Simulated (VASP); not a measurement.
# C (C2/m) in VASP: notebook

Runs on C. Level: PBE+D3(BJ). Tasks: single point.

Program: VASP 6.6.1. These are calculated values, not measurements. Logs are shortened: lines on timing, memory, paths and dates and some standing lists are left out, and cuts for length are marked.

## Step 1: The cell of the first run

Symmetry: C2/m, No. 12, monoclinic system. Conventional cell: a = 20.483 Å, b = 2.465 Å, c = 3.650 Å, α = 90.00°, β = 92.87°, γ = 90.00°. C (site symmetry m) has 3 C at 1.42 Å within 1.9 Å. Within 1.9 Å of C (site symmetry m) lie 3 C at 1.42 to 1.80 Å. Within 1.9 Å of C (site symmetry m) lie 3 C at 1.42 Å. Within 1.9 Å of C (site symmetry m) lie 3 C at 1.42 Å. C (site symmetry m) has 3 C at 1.42 Å within 1.9 Å.

## Step 2: Single point, PBE+D3(BJ)

Contents of INCAR:

```
PREC = Accurate
ENCUT = 520
EDIFF = 1E-7
ISMEAR = 0
SIGMA = 0.05
LREAL = F
LASPH = T
NELM = 60
ALGO = Normal
ISIF = 2
LWAVE = F
LCHARG = F
GGA = PE
IVDW = 12
NBANDS = 31
ISYM = 0
```

Contents of KPOINTS:

```
Automatic mesh
0
Gamma
  7 11 3
```

Contents of POSCAR:

```
C
1.0
    0.0000000000      1.4231463890     -3.3609366400
   -2.4649618524      0.0000000000      0.0000000000
   -1.2324809262      9.6187907605      3.5169052594
C
10
Direct
    0.5716058939      0.9836260010      0.8327479979
    0.7672169803      0.3679838346      0.0640323308
    0.9683142087      0.7718943762      0.2562112476
    0.1694114371      0.1758049178      0.4483901644
    0.3705086655      0.5797154594      0.6405690811
    0.8338802481      0.8359267070      0.1281465860
    0.0349774765      0.2398372486      0.3203255027
    0.2360747049      0.6437477902      0.5125044195
    0.4371719334      0.0476583319      0.7046833363
    0.6382691618      0.4515688735      0.8968622531
```

Potentials or basis: VASP PAW PBE potentials, release 64 (C).

On the command line:

```
$ cat potpaw_PBE.64/C/POTCAR > POTCAR
$ mpirun -np 1 vasp_std > vasp.out
```

OUTCAR:

```text
PREC = Accurate
   ENCUT = 520
   EDIFF = 1E-7
   ISMEAR = 0
   LREAL = F
   LASPH = T
   NELM = 60
   ISIF = 2
   GGA = PE
   IVDW = 12
   ISYM = 0
 IVDW          = 12

 ion  position               nearest neighbor table
   1  0.572  0.984  0.833-  10 1.42   9 1.42  10 1.42
   2  0.767  0.368  0.064-   6 1.42   6 1.42  10 1.80
   3  0.968  0.772  0.256-   7 1.42   7 1.42   6 1.42
   4  0.169  0.176  0.448-   8 1.42   8 1.42   7 1.42
   5  0.371  0.580  0.641-   9 1.42   9 1.42   8 1.42
   6  0.834  0.836  0.128-   2 1.42   2 1.42   3 1.42
   7  0.035  0.240  0.320-   3 1.42   3 1.42   4 1.42
   8  0.236  0.644  0.513-   4 1.42   4 1.42   5 1.42
   9  0.437  0.048  0.705-   5 1.42   1 1.42   5 1.42
  10  0.638  0.452  0.897-   1 1.42   1 1.42   2 1.80

IMPORTANT INFORMATION: All symmetrisations will be switched off!
NOSYMM: (Re-)initialisation of all symmetry stuff for point group C_1.

----------------------------------------------------------------------------------------

                                     Primitive cell

  volume of cell :      92.0250

  direct lattice vectors                    reciprocal lattice vectors
     0.000000000  1.423146389 -3.360936640     0.000000000  0.094203112 -0.257646982
    -2.464961852  0.000000000  0.000000000    -0.405685791 -0.045012684 -0.019060056
    -1.232480926  9.618790760  3.516905259     0.000000000  0.090025368  0.038120111

  length of vectors
     3.649827495  2.464961852 10.315462546     0.274328623  0.408620103  0.097763540

  position of ions in fractional coordinates (direct lattice)
     0.571605894  0.983626001  0.832747998
     0.767216980  0.367983835  0.064032331
     0.968314209  0.771894376  0.256211248
     0.169411437  0.175804918  0.448390164
     0.370508665  0.579715459  0.640569081
     0.833880248  0.835926707  0.128146586
     0.034977477  0.239837249  0.320325503
     0.236074705  0.643747790  0.512504419
     0.437171933  0.047658332  0.704683336
     0.638269162  0.451568874  0.896862253

  ion indices of the primitive-cell ions
   primitive index   ion index
                 1           1
                 2           2
                 3           3
                 4           4
                 5           5
                 6           6
                 7           7
                 8           8
                 9           9
                10          10

----------------------------------------------------------------------------------------

 KPOINTS: Automatic mesh

Automatic generation of k-mesh.
 Grid dimensions read from file:
 generate k-points for:    7   11    3

 Generating k-lattice:

  Cartesian coordinates                     Fractional coordinates (reciprocal lattice)
     0.000000000  0.013457587 -0.036806712     0.142857143  0.000000000  0.000000000
    -0.036880526 -0.004092062 -0.001732732     0.000000000  0.090909091  0.000000000
     0.000000000  0.030008456  0.012706704     0.000000000  0.000000000  0.333333333

  Length of vectors
     0.039189803  0.037147282  0.032587847

  Shift w.r.t. Gamma in fractional coordinates (k-lattice)
     0.000000000  0.000000000  0.000000000

 -----------------------------------------------------------------------------
|                                                                             |
|           W    W    AA    RRRRR   N    N  II  N    N   GGGG   !!!           |
|           W    W   A  A   R    R  NN   N  II  NN   N  G    G  !!!           |
|           W    W  A    A  R    R  N N  N  II  N N  N  G       !!!           |
|           W WW W  AAAAAA  RRRRR   N  N N  II  N  N N  G  GGG   !            |
|           WW  WW  A    A  R   R   N   NN  II  N   NN  G    G                |
|           W    W  A    A  R    R  N    N  II  N    N   GGGG   !!!           |
|                                                                             |
|     Your reciprocal lattice and k-lattice belong to different lattice       |
|     classes:                                                                |
|                                                                             |
|        The reciprocal lattice is base-centered monoclinic,                  |
|        whereas your k-lattice is triclinic.                                 |
|                                                                             |
|     Results are often still useful ...                                      |
|                                                                             |
 -----------------------------------------------------------------------------

 WARNING: IBZKPT: internal override: KBLOWUP is changed to .FALSE.
      ... skipping the blow-up phase ...

 Subroutine IBZKPT returns following result:
 ===========================================

 Found    116 irreducible k-points:

 Following reciprocal coordinates:
            Coordinates               Weight
  0.000000  0.000000  0.000000      1.000000
  0.142857  0.000000 -0.000000      2.000000
  0.285714  0.000000 -0.000000      2.000000
  0.428571  0.000000 -0.000000      2.000000
 -0.000000  0.090909 -0.000000      2.000000
  0.142857  0.090909 -0.000000      2.000000
[... 16 lines left out ...]
 -0.428571  0.272727  0.000000      2.000000
 -0.285714  0.272727  0.000000      2.000000
 [... further k-points ...]
   k-points           NKPTS =    116   k-points in BZ     NKDIM =    116   number of bands    NBANDS=     31
   number of dos      NEDOS =    301   number of ions     NIONS =     10
   total plane-waves  NPLWV =  40320
   dimension x,y,z NGX =    28 NGY =   18 NGZ =   80
   dimension x,y,z NGXF=    56 NGYF=   36 NGZF=  160
   ions per type =              10
   NGX,Y,Z   is equivalent  to a cutoff of  12.75, 12.14, 12.89 a.u.
   NGXF,Y,Z  is equivalent  to a cutoff of  25.51, 24.28, 25.79 a.u.
 SYSTEM =  unknown system
   PREC   = accura    normal or accurate (medium, high low for compatibility)
   ISTART =      0    job   : 0-new  1-cont  2-samecut
   ICHARG =      2    charge: 1-file 2-atom 10-const
   ISPIN  =      1    spin polarized calculation?
   LNONCOLLINEAR =      F non collinear calculations
   LSORBIT =      F    spin-orbit coupling
   LASPH  =      T    aspherical Exc in radial PAW
   ENCUT  =  520.0 eV  38.22 Ry    6.18 a.u.   6.79  4.58 19.18*2*pi/ulx,y,z
   NELM   =     60;   NELMIN=  2; NELMDL= -5     # of ELM steps
   EDIFF  = 0.1E-06   stopping-criterion for ELM
   LREAL  =      F    real-space projection
   EDIFFG = 0.1E-05   stopping-criterion for IOM
   NSW    =      0    number of steps for IOM
   IBRION =     -1    ionic relax: 0-MD 1-quasi-New 2-CG
   NFREE  =      0    steps in history (QN), initial steepest desc. (CG)
   ISIF   =      2    stress and relaxation
   ISYM   =      0    0-nonsym 1-usesym 2-fastsym
   POTIM  = 0.5000    time-step for ionic-motion
   TEBEG  =    0.0;   TEEND  =   0.0 temperature during run
   PSTRESS=    0.0 pullay stress
   NELECT =      40.0000    total number of electrons
   NUPDOWN=      -1.0000    fix difference up-down
   EMIN   =  10.00;   EMAX   =-10.00  energy-range for DOS
   EFERMI =   0.00;   METHOD = LEGACY
   ISMEAR =     0;   SIGMA  =   0.05  broadening in eV -4-tet -1-fermi 0-gaus
   EFERMI_NEDOS =   21; number of points for ismear=-14 and -15
   IALGO  =     38    algorithm
   IMIX   =      4    mixing-type and parameters
     AMIX     =   0.40;   BMIX     =  1.00
     AMIX_MAG =   1.60;   BMIX_MAG =  1.00
  volume/ion in A,a.u.               =       9.20        62.10
  Fermi-wavevector in a.u.,A,eV,Ry     =   1.240108  2.343465 20.923973  1.537869
  Thomas-Fermi vector in A             =   2.374563
   LORBIT       =      0    0 simple, 1 ext, 2 COOP (PROOUT), +10 PAW based schemes
   GGA     = PE    functional components
   LHFCALC =     F    Hartree Fock is set to
   AEXX    =    0.0000 exact exchange contribution
   IVDW    =    12    specifies the selected vdW correction
   LEPSILON=     F    determine dielectric tensor
   LRPA    =     F    only Hartree local field effects (RPA)
 non-spin polarized calculation
 Gauss-broadening in eV      SIGMA  =   0.05
  energy-cutoff  :      520.00
  volume of cell :       92.02
 maximum number of plane-waves:      2510
   NGX = 13   NGY =  9   NGZ = 39

 number of electron      40.0000000 magnetization

 Free energy of the ion-electron system (eV)
  ---------------------------------------------------
  ext. energy  EPLUGINS =         0.00000000
  ---------------------------------------------------
  free energy    TOTEN  =       -90.68395693 eV

  energy without entropy =      -90.68395692  energy(sigma->0) =      -90.68395692

 E-fermi :   4.3296     XC(G=0): -10.1526

 val. band max:        4.1653723575   @ k =  -0.1429   0.3636  -0.0000
 cond. band min:       4.4926577795   @ k =   0.2857   0.3636   0.3333
 fundamental gap:      0.3272854220
 Fermi energy:         4.3296019736

 k-point     1 :       0.0000    0.0000    0.0000
  band No.  band energies     occupation
      1     -15.2082      2.00000
      2     -14.4528      2.00000
      3     -13.7856      2.00000
      4     -11.7503      2.00000
      5     -10.9900      2.00000
      6      -7.2358      2.00000
[... 23 lines left out ...]
     30      12.5020      0.00000
     31      12.7819      0.00000

 k-point     2 :       0.1429    0.0000   -0.0000
  band No.  band energies     occupation
      1     -15.1551      2.00000
      2     -14.4434      2.00000
      3     -13.7079      2.00000
      4     -11.8700      2.00000
      5     -10.8494      2.00000
      6      -7.5020      2.00000
[... 23 lines left out ...]
     30      12.5840      0.00000
     31      12.9717      0.00000

 k-point     3 :       0.2857    0.0000   -0.0000
  band No.  band energies     occupation
      1     -15.0234      2.00000
      2     -14.4333      2.00000
      3     -13.4969      2.00000
      4     -12.1290      2.00000
      5     -10.5515      2.00000
      6      -7.9630      2.00000
[... 23 lines left out ...]
     30      12.9747      0.00000
     31      13.2293      0.00000

 k-point     4 :       0.4286    0.0000   -0.0000
  band No.  band energies     occupation
      1     -14.8973      2.00000
      2     -14.4435      2.00000
      3     -13.2516      2.00000
      4     -12.3924      2.00000
      5     -10.2857      2.00000
      6      -8.3218      2.00000
[... 23 lines left out ...]
     30      13.3979      0.00000
     31      13.7188      0.00000

 k-point     5 :      -0.0000    0.0909   -0.0000
  band No.  band energies     occupation
      1     -15.0595      2.00000
      2     -14.3132      2.00000
      3     -13.6314      2.00000
      4     -11.6368      2.00000
      5     -10.8313      2.00000
      6      -7.1719      2.00000
[... 23 lines left out ...]
     30      12.7280      0.00000
     31      13.0914      0.00000
[... 542 lines left out ...]
     30      13.3196      0.00000
     31      14.2142      0.00000

 k-point    22 :       0.4286    0.2727    0.0000
  band No.  band energies     occupation
      1     -13.6196      2.00000
      2     -13.0903      2.00000
      3     -12.1361      2.00000
      4     -10.9363      2.00000
      5      -9.3626      2.00000
      6      -7.2975      2.00000
[... 23 lines left out ...]
     30      14.3349      0.00000
     31      14.6944      0.00000

 k-point    23 :      -0.4286    0.2727    0.0000
  band No.  band energies     occupation
      1     -13.5949      2.00000
      2     -13.1654      2.00000
      3     -11.9548      2.00000
      4     -11.1793      2.00000
      5      -9.1175      2.00000
      6      -7.5263      2.00000
[... 23 lines left out ...]
     30      14.3706      0.00000
     31      14.7264      0.00000

 k-point    24 :      -0.2857    0.2727    0.0000
  band No.  band energies     occupation
      1     -13.6940      2.00000
      2     -13.2147      2.00000
      3     -12.0488      2.00000
      4     -11.1311      2.00000
      5      -9.1402      2.00000
      6      -7.4896      2.00000
[... 23 lines left out ...]
     30      13.4066      0.00000
     31      14.3926      0.00000

 [... further k-points ...]

------------------------ aborting loop because EDIFF is reached ----------------------------------------

 Edisp (eV)   -1.52459

 E8    (eV) :    -0.4319

  FORCE on cell =-STRESS in cart. coord.  units (eV):
  Direction    XX          YY          ZZ          XY          YZ          ZX
  --------------------------------------------------------------------------------------
  -------------------------------------------------------------------------------------
  Total      -1.07160   -10.78598    -0.18024    -0.00165    -0.94519     0.00216
  in kB     -18.65685  -187.78666    -3.13798    -0.02881   -16.45600     0.03765
  external pressure =      -69.86 kB  Pullay stress =        0.00 kB

 VOLUME and BASIS-vectors are now :
 -----------------------------------------------------------------------------
  energy-cutoff  :      520.00
  volume of cell :       92.02
      direct lattice vectors                 reciprocal lattice vectors
     0.000000000  1.423146389 -3.360936640     0.000000000  0.094203112 -0.257646982
    -2.464961852  0.000000000  0.000000000    -0.405685791 -0.045012684 -0.019060056
    -1.232480926  9.618790760  3.516905259     0.000000000  0.090025368  0.038120111

 POSITION                                       TOTAL-FORCE (eV/Angst)
 -----------------------------------------------------------------------------------
     -3.45095      8.82351      1.00756         0.000168      1.832311      0.001472
     -0.98598      1.70778     -2.35337         0.000260     -3.934180     -0.816173
     -2.21847      3.84250     -2.35337        -0.000437      0.394941      0.119184
     -0.98598      4.55407      1.00756        -0.000114      0.158424     -0.002360
     -2.21847      6.68879      1.00756        -0.000353      0.236025      0.012901
     -2.21847      2.41935     -2.35194        -0.000061     -1.832274     -0.001395
     -0.98598      3.13092      1.00900         0.000028     -0.236017     -0.012844
     -2.21847      5.26564      1.00900         0.000455     -0.158452      0.002261
     -0.98598      7.40036      1.00900        -0.000017     -0.395018     -0.119317
     -2.21847      9.53508      1.00900         0.000071      3.934240      0.816271
 -----------------------------------------------------------------------------------
    total drift:                                0.000298      0.000220      0.000036

  FREE ENERGIE OF THE ION-ELECTRON SYSTEM (eV)
  ---------------------------------------------------
  free  energy   TOTEN  =       -92.2085471819 eV

  energy  without entropy=      -92.2085471694  energy(sigma->0) =      -92.20854718
```

Wall time 6.3 min (1 thread of Oxide Virtual Turin-like, shared host); peak memory 0.3 GiB.

What came out:

```yaml
Free_energy: -92.2085 eV
Pressure: -7.0 GPa
Largest_force: 4.018 eV/Å
Band_gap_on_the_k_mesh: 0.33 eV, indirect (least direct gap 0.42 eV)
Dispersion_energy_per_atom: -0.152 eV
```

Forces on the atoms (eV/Å):
```
C    0.000  1.832  0.001
C    0.000 -3.934 -0.816
C    0.000  0.395  0.119
C    0.000  0.158 -0.002
C    0.000  0.236  0.013
C    0.000 -1.832 -0.001
C    0.000 -0.236 -0.013
C    0.000 -0.158  0.002
C    0.000 -0.395 -0.119
C    0.000  3.934  0.816
```

Caveat: forces of over 1 eV/Å act on the atoms, so gaps and moduli don't describe the material at rest.

## Step 3: Single point, PBE+D3(BJ)

This run uses another cell than the first one, of 8.62 Å³/atom, 0.936 times its volume.

Contents of INCAR:

```
ALGO     = Normal         # electronic algorithm
EDIFF    = 1E-6           # SCF threshold, eV
ENCUT    = 520            # plane-wave cutoff, eV
GGA      = PE             # functional
ISIF     = 2              # what is computed and relaxed
ISMEAR   = 0              # smearing method
ISYM     = 0            
IVDW     = 12             # dispersion correction
LASPH    = True           # aspherical terms in the spheres
LCHARG   = True           # write CHGCAR
LELF     = True           # ELF
LREAL    = False          # projectors in reciprocal space
LVHAR    = True         
LWAVE    = False          # write WAVECAR
NBANDS   = 31             # bands
NELM     = 100            # most SCF steps
PREC     = Accurate       # precision mode
SIGMA    = 0.05           # smearing width, eV
```

Contents of KPOINTS:

```
k-points
0
Gamma
  7 11 3
```

Contents of POSCAR:

```
C
1.0
    0.0000000000      1.4231463890     -3.3609366400
   -2.4649618524      0.0000000000      0.0000000000
   -1.2324809262      9.0202395087      3.2634562528
C
10
Direct
    0.5636781849      0.9553715048      0.8892569905
    0.7666073965      0.3658112671      0.0683774659
    0.9658750936      0.7632013265      0.2735973470
    0.1651427907      0.1605913859      0.4788172282
    0.3644104878      0.5579814453      0.6840371093
    0.8326603006      0.8315787923      0.1368424153
    0.0319279977      0.2289688518      0.3420622965
    0.2311956948      0.6263589112      0.5472821776
    0.4304633919      0.0237489706      0.7525020588
    0.6297310890      0.4211390300      0.9577219399
```

Potentials or basis: VASP PAW PBE potentials, release 64 (C).

On the command line:

```
$ cat potpaw_PBE.64/C/POTCAR > POTCAR
$ mpirun -np 1 vasp_std > vasp.out
```

Wall time 6.2 min (1 thread of Oxide Virtual Turin-like, shared host); peak memory 0.29 GiB.

The run converged. Its results:

```
Free energy                : -92.0715 eV
Pressure                   : 15.7 GPa
Largest force              : 15.384 eV/Å
Band gap on the k mesh     : 0.58 eV
Dispersion energy per atom : -0.154 eV
```

Forces on the atoms (eV/Å):
```
C     0.006  -2.056   0.276
C     0.006  15.377  -0.480
C     0.005  -0.346  -0.088
C     0.005  -0.168   0.015
C     0.005  -0.247  -0.004
C    -0.006   2.056  -0.276
C    -0.005   0.247   0.004
C    -0.005   0.168  -0.015
C    -0.005   0.346   0.088
C    -0.006 -15.377   0.480
```

Stress tensor (GPa, compression positive):
```
 4.30 -0.05 -0.01
-0.05 42.52 -3.11
-0.01 -3.11  0.37
```

Levels at points of the mesh, in eV from the valence-band top:
| k point | band 18 | band 19 | band 20 | band 21 | band 22 | band 23 |
| --- | --- | --- | --- | --- | --- | --- |
| (0.00, 0.00, 0.00) | -3.19 | -2.82 | -2.45 | 2.74 | 3.21 | 4.45 |

Caveat: forces of over 1 eV/Å act on the atoms, so gaps and moduli don't describe the material at rest. A k mesh can miss the band edges.
